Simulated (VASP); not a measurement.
# NaCl (Fm-3m) in VASP: a series of runs, part 2 of 2

VASP 6.6.1. The steps go on from the part before.

## 6. Single point, LDA

This run uses another cell than the first one, of 21.96 Å³/atom, 1.310 times its volume.

Input file INCAR:

```
SYSTEM = NaCl
ALGO     = Normal         ! electronic algorithm
EDIFF    = 1E-6           ! SCF threshold, eV
ENCUT    = 520            ! plane-wave cutoff, eV
ISIF     = 2              ! what is computed and relaxed
ISMEAR   = 0              ! smearing method
LASPH    = .TRUE.         ! aspherical terms in the spheres
LCHARG   = .FALSE.        ! write CHGCAR
LREAL    = .FALSE.        ! projectors in reciprocal space
LWAVE    = .FALSE.        ! write WAVECAR
NBANDS   = 14             ! bands
NELM     = 80             ! most SCF steps
PREC     = Accurate       ! precision mode
SIGMA    = 0.01           ! smearing width, eV
```

Input file KPOINTS:

```
k-points
0
G
  8 8 8
  0 0 0
```

Input file POSCAR:

```
NaCl
1.0
    2.8002682514      2.8002682514      0.0000000000
   -2.8002682514      2.8002682514      0.0000000000
    0.0000000000      2.8002682514      2.8002682514
Na Cl
1 1
Direct
    0.0000000000      0.0000000000      0.0000000000
    0.5000000000      0.5000000000      0.0000000000
```

Potentials or basis: VASP PAW LDA potentials, release 64 (Na_pv, Cl).

The run is started by

```
$ cat potpaw_LDA.64/Na_pv/POTCAR potpaw_LDA.64/Cl/POTCAR > POTCAR
$ mpirun -np 1 vasp_std > vasp.out
```

OUTCAR:

```text
SYSTEM = NaCl
   EDIFF = 1E-6
   ENCUT = 520
   ISIF = 2
   ISMEAR = 0
   LASPH = .TRUE.
   LREAL = .FALSE.
   NELM = 80
   PREC = Accurate

 ion  position               nearest neighbor table
   1  0.000  0.000  0.000-
   2  0.500  0.500  0.000-

  LATTYP: Found a face centered cubic cell.
 ALAT       =     5.6005365028

  Lattice vectors:

 A1 = (   0.0000000000,   2.8002682514,   2.8002682514)
 A2 = (   2.8002682514,   0.0000000000,   2.8002682514)
 A3 = (   2.8002682514,   2.8002682514,   0.0000000000)

Analysis of symmetry for initial positions (statically):
=====================================================================
 Subroutine PRICEL returns:
 Original cell was already a primitive cell.

 Routine SETGRP: Setting up the symmetry group for a
 face centered cubic supercell.

 Subroutine GETGRP returns: Found 48 space group operations
 (whereof 48 operations were pure point group operations)
 out of a pool of 48 trial point group operations.

The static configuration has the point symmetry O_h .

Analysis of symmetry for dynamics (positions and initial velocities):
=====================================================================
 Subroutine PRICEL returns:
 Original cell was already a primitive cell.

 Routine SETGRP: Setting up the symmetry group for a
 face centered cubic supercell.

 Subroutine GETGRP returns: Found 48 space group operations
 (whereof 48 operations were pure point group operations)
 out of a pool of 48 trial point group operations.

The dynamic configuration has the point symmetry O_h .

 Subroutine INISYM returns: Found 48 space group operations
 (whereof 48 operations are pure point group operations),
 and found     1 'primitive' translations

----------------------------------------------------------------------------------------

                                     Primitive cell

  volume of cell :      43.9166

  direct lattice vectors                    reciprocal lattice vectors
     2.800268251  2.800268251  0.000000000     0.178554322  0.178554322 -0.178554322
    -2.800268251  2.800268251  0.000000000    -0.178554322  0.178554322 -0.178554322
     0.000000000  2.800268251  2.800268251     0.000000000  0.000000000  0.357108645

  length of vectors
     3.960177339  3.960177339  3.960177339     0.309265158  0.309265158  0.357108645

  position of ions in fractional coordinates (direct lattice)
     0.000000000  0.000000000  0.000000000
     0.500000000  0.500000000  0.000000000

  ion indices of the primitive-cell ions
   primitive index   ion index
                 1           1
                 2           2

----------------------------------------------------------------------------------------

 KPOINTS: k-points

Automatic generation of k-mesh.
 Grid dimensions read from file:
 generate k-points for:    8    8    8

 Generating k-lattice:

  Cartesian coordinates                     Fractional coordinates (reciprocal lattice)
     0.022319290  0.022319290 -0.022319290     0.125000000  0.000000000  0.000000000
    -0.022319290  0.022319290 -0.022319290     0.000000000  0.125000000  0.000000000
     0.000000000  0.000000000  0.044638581     0.000000000  0.000000000  0.125000000

  Length of vectors
     0.038658145  0.038658145  0.044638581

  Shift w.r.t. Gamma in fractional coordinates (k-lattice)
[... 36 lines left out ...]
   total plane-waves  NPLWV =  27000
   dimension x,y,z NGX =    30 NGY =   30 NGZ =   30
   dimension x,y,z NGXF=    60 NGYF=   60 NGZF=   60
   ions per type =               1   1
   NGX,Y,Z   is equivalent  to a cutoff of  12.59, 12.59, 12.59 a.u.
   NGXF,Y,Z  is equivalent  to a cutoff of  25.19, 25.19, 25.19 a.u.
 SYSTEM =  NaCl
   PREC   = accura    normal or accurate (medium, high low for compatibility)
   ISTART =      0    job   : 0-new  1-cont  2-samecut
   ICHARG =      2    charge: 1-file 2-atom 10-const
   ISPIN  =      1    spin polarized calculation?
   LNONCOLLINEAR =      F non collinear calculations
   LSORBIT =      F    spin-orbit coupling
   LASPH  =      T    aspherical Exc in radial PAW
   ENCUT  =  520.0 eV  38.22 Ry    6.18 a.u.   7.36  7.36  7.36*2*pi/ulx,y,z
   NELM   =     80;   NELMIN=  2; NELMDL= -5     # of ELM steps
   EDIFF  = 0.1E-05   stopping-criterion for ELM
   LREAL  =      F    real-space projection
   EDIFFG = 0.1E-04   stopping-criterion for IOM
   NSW    =      0    number of steps for IOM
   IBRION =     -1    ionic relax: 0-MD 1-quasi-New 2-CG
   NFREE  =      0    steps in history (QN), initial steepest desc. (CG)
   ISIF   =      2    stress and relaxation
   ISYM   =      2    0-nonsym 1-usesym 2-fastsym
   POTIM  = 0.5000    time-step for ionic-motion
   TEBEG  =    0.0;   TEEND  =   0.0 temperature during run
   PSTRESS=    0.0 pullay stress
   NELECT =      14.0000    total number of electrons
   NUPDOWN=      -1.0000    fix difference up-down
   EMIN   =  10.00;   EMAX   =-10.00  energy-range for DOS
   EFERMI =   0.00;   METHOD = LEGACY
   ISMEAR =     0;   SIGMA  =   0.01  broadening in eV -4-tet -1-fermi 0-gaus
   EFERMI_NEDOS =   21; number of points for ismear=-14 and -15
   IALGO  =     38    algorithm
   IMIX   =      4    mixing-type and parameters
     AMIX     =   0.40;   BMIX     =  1.00
     AMIX_MAG =   1.60;   BMIX_MAG =  1.00
  volume/ion in A,a.u.               =      21.96       148.18
  Fermi-wavevector in a.u.,A,eV,Ry     =   1.118342  2.113359 17.016647  1.250688
  Thomas-Fermi vector in A             =   2.254972
   LORBIT       =      0    0 simple, 1 ext, 2 COOP (PROOUT), +10 PAW based schemes
   GGA     = CA    functional components
   LHFCALC =     F    Hartree Fock is set to
   AEXX    =    0.0000 exact exchange contribution
   IVDW    =     0    specifies the selected vdW correction
   LEPSILON=     F    determine dielectric tensor
   LRPA    =     F    only Hartree local field effects (RPA)
 non-spin polarized calculation
 Gauss-broadening in eV      SIGMA  =   0.01
  energy-cutoff  :      520.00
  volume of cell :       43.92
 maximum number of plane-waves:      1243
 NGX is ok and might be reduce to    30
   NGX = 15   NGY = 15   NGZ = 15

 number of electron      14.0000007 magnetization

 Free energy of the ion-electron system (eV)
  ---------------------------------------------------
  ext. energy  EPLUGINS =         0.00000000
  ---------------------------------------------------
  free energy    TOTEN  =        -7.36906320 eV

  energy without entropy =       -7.36906320  energy(sigma->0) =       -7.36906320

 E-fermi :  -0.7673     XC(G=0):  -8.8122

 val. band max:       -0.8257374720   @ k =   0.0000   0.0000   0.0000
 cond. band min:       3.9525576270   @ k =   0.0000   0.0000   0.0000
 fundamental gap:      4.7782950990
 Fermi energy:        -0.7673432487

 k-point     1 :       0.0000    0.0000    0.0000
  band No.  band energies     occupation
      1     -21.5656      2.00000
      2     -21.5656      2.00000
      3     -21.5656      2.00000
      4     -13.4588      2.00000
      5      -0.8257      2.00000
      6      -0.8257      2.00000
      7      -0.8257      2.00000
      8       3.9526      0.00000
      9      10.0413      0.00000
     10      10.0413      0.00000
     11      10.0413      0.00000
     12      12.2984      0.00000
     13      12.2984      0.00000
     14      13.7040      0.00000
[... 377 lines left out ...]
      1     -21.5931      2.00000
      2     -21.5751      2.00000
      3     -21.5707      2.00000
      4     -13.0450      2.00000
      5      -2.6195      2.00000
      6      -1.6581      2.00000
      7      -1.2733      2.00000
      8       7.1981      0.00000
      9       8.4723      0.00000
     10       9.1863      0.00000
     11      10.6748      0.00000
     12      13.3227      0.00000
     13      14.6093      0.00000
     14      15.8156      0.00000

 [... further k-points ...]

------------------------ aborting loop because EDIFF is reached ----------------------------------------

  FORCE on cell =-STRESS in cart. coord.  units (eV):
  Direction    XX          YY          ZZ          XY          YZ          ZX
  --------------------------------------------------------------------------------------
  -------------------------------------------------------------------------------------
  Total       -0.5421733     -0.5421733     -0.5421733     -0.0000000     -0.0000000      0.0000000
  in kB      -19.7797040    -19.7797040    -19.7797040     -0.0000000     -0.0000000      0.0000000
  external PRESSURE =     -19.7797040 kB  Pullay stress =       0.0000000 kB

 VOLUME and BASIS-vectors are now :
 -----------------------------------------------------------------------------
  energy-cutoff  :      520.00
  volume of cell :       43.92
      direct lattice vectors                 reciprocal lattice vectors
     2.800268251  2.800268251  0.000000000     0.178554322  0.178554322 -0.178554322
    -2.800268251  2.800268251  0.000000000    -0.178554322  0.178554322 -0.178554322
     0.000000000  2.800268251  2.800268251     0.000000000  0.000000000  0.357108645

 POSITION                                       TOTAL-FORCE (eV/Angst)
 -----------------------------------------------------------------------------------
      0.00000      0.00000      0.00000         0.000000      0.000000      0.000000
      0.00000      2.80027      0.00000        -0.000000     -0.000000      0.000000
 -----------------------------------------------------------------------------------
    total drift:                               -0.000000      0.000000      0.000000

  FREE ENERGIE OF THE ION-ELECTRON SYSTEM (eV)
  ---------------------------------------------------
  free  energy   TOTEN  =        -7.3690631984 eV

  energy  without entropy=       -7.3690631984  energy(sigma->0) =       -7.36906320
```

Wall time 15 s (1 thread of Intel Xeon 6975P-C (Granite Rapids), shared host); peak memory 0.14 GiB.

Results:

| Item | Value |
| --- | --- |
| Free energy | -7.3691 eV |
| Pressure | -2.0 GPa |
| Band gap on the k mesh | 4.78 eV, direct |

## 7. Summary

| cell | gap on the mesh (eV) | pressure (GPa) |
| --- | --- | --- |
| a = 3.620 Å, angles 60.0, 60.0, 90.0°, 2 atoms | 6.07 | 10.1 |
| a = 3.794 Å, angles 60.0, 60.0, 90.0°, 2 atoms | 5.33 | 2.1 |
| a = 3.739 Å, angles 60.0, 60.0, 90.0°, 2 atoms | 5.54 | 4.1 |
| a = 3.960 Å, angles 60.0, 60.0, 90.0°, 2 atoms | 4.78 | -2.0 |

Alike in all rows: task single point; level LDA; potentials or basis VASP PAW LDA potentials, release 64 (Na_pv, Cl); no spin polarisation; k mesh 8 × 8 × 8; cutoff (eV) 520; smearing gaussian 0.01 eV.

Absolute energies hang on the potentials; compare differences alone.
